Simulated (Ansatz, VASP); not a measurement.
# Ga in VASP and in Ansatz

INCAR

```
  PREC = Accurate
  ENCUT = 520
  EDIFF = 1E-6
  ISMEAR = -1
  SIGMA = 0.1
  LREAL = F
  LASPH = T
  NELM = 80
  ALGO = Normal
  ISIF = 2
  LWAVE = F
  LCHARG = F
  GGA = PE
  NBANDS = 12
```

KPOINTS

```
Automatic mesh
0
Gamma
  19 19 19
```

Contents of POSCAR:

```
Ga
1.0
    2.6850731396      0.0000000000      0.0000000000
    0.0000000000      2.6850731396      0.0000000000
    0.0000000000      0.0000000000      2.6850731396
Ga
1
Direct
    0.0000000000      0.0000000000      0.0000000000
```

Input for Ansatz:

```yaml
crystal:
  lattice:
    - [2.6850731396, 0.0, 0.0]
    - [0.0, 2.6850731396, 0.0]
    - [0.0, 0.0, 2.6850731396]
  atoms:
    - { symbol: Ga, position: [0.0, 0.0, 0.0] }
hamiltonian:
  xc: pbe
  pseudopotentials:
    kind: paw
    azcp:
      Ga: "pseudopotentials/Ga.paw.azcp"
basis:
  ecutwfc: 420
  fft_grid_basis: typed
kpoints:
  mp_grid: { grid: [19, 19, 19], shift: [0, 0, 0] }
magnetization:
  spin_polarized: false
scf:
  occupations: { method: fermi_dirac, width: 0.1 }
output:
  stress: true
```

Alike in both runs: task single point; functional PBE; k mesh 19 × 19 × 19; occupations fermi-dirac, width 0.1 eV; no spin polarisation.

|  | VASP | Ansatz |
| --- | --- | --- |
| version | VASP 6.6.1 | Ansatz 0.2.0 |
| potentials or method | VASP PAW PBE potentials, release 64 (Ga_d), cutoff 520 eV | plane waves (420 eV) with PAW, scalar-relativistic |
| valence electrons in the cell | 13 | 13 |

```csv
,VASP,Ansatz,Ansatz less VASP
pressure (GPa),2.2,2.1,-0.09
```

The functional is the same, so the differences come from potentials, cutoffs and numerics.
